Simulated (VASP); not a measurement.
Se: single point with PBE

Crystal: Se.

```xyz
3
Lattice="4.3662 0.0000 0.0000 -2.1831 3.7812 0.0000 0.0000 0.0000 4.9536" Properties=species:S:1:pos:R:3 pbc="T T T"
Se    1.6910    2.9289    0.0000
Se   -0.4921    0.8523    3.3024
Se    0.9841    0.0000    1.6512
```

```
Program             : VASP 6.6.1
Task                : single point
Functional          : PBE
Potentials or basis : VASP PAW PBE potentials, release 64 (Se)
Cutoff              : 520 eV
k mesh              : 4 × 4 × 3
Occupations         : fermi-dirac, width 0.05 eV
Spin                : no spin polarisation
```

- Pressure: 2.9 GPa
- Largest force: 0.413 eV/Å
- Band gap on the k mesh: 1.59 eV, indirect (least direct gap 1.99 eV)

Forces on the atoms (eV/Å):
```
Se  -0.206 -0.357  0.000
Se  -0.206  0.357  0.000
Se   0.413  0.000  0.000
```

Stress tensor (GPa, compression positive):
```
2.39 0.00 0.00
0.00 2.39 0.00
0.00 0.00 3.99
```

Levels at points of the mesh, in eV from the valence-band top:
```
           k point  band 6  band 7  band 8  band 9  band 10  band 11  band 12  band 13
(0.00, 0.00, 0.00)   -3.45   -1.74   -1.74   -0.11     2.19     2.19     2.48     6.48
(0.50, 0.00, 0.00)   -3.14   -2.59   -1.48   -0.70     2.24     2.64     4.42     5.58
```

It took 9.8 s on 1 thread of Intel(R) Xeon(R) Platinum 8559C (Emerald Rapids), on a shared host, peak memory 0.16 GiB.

Caveat: the k points lie up to 0.42 Å⁻¹ apart. A k mesh can miss the band edges.
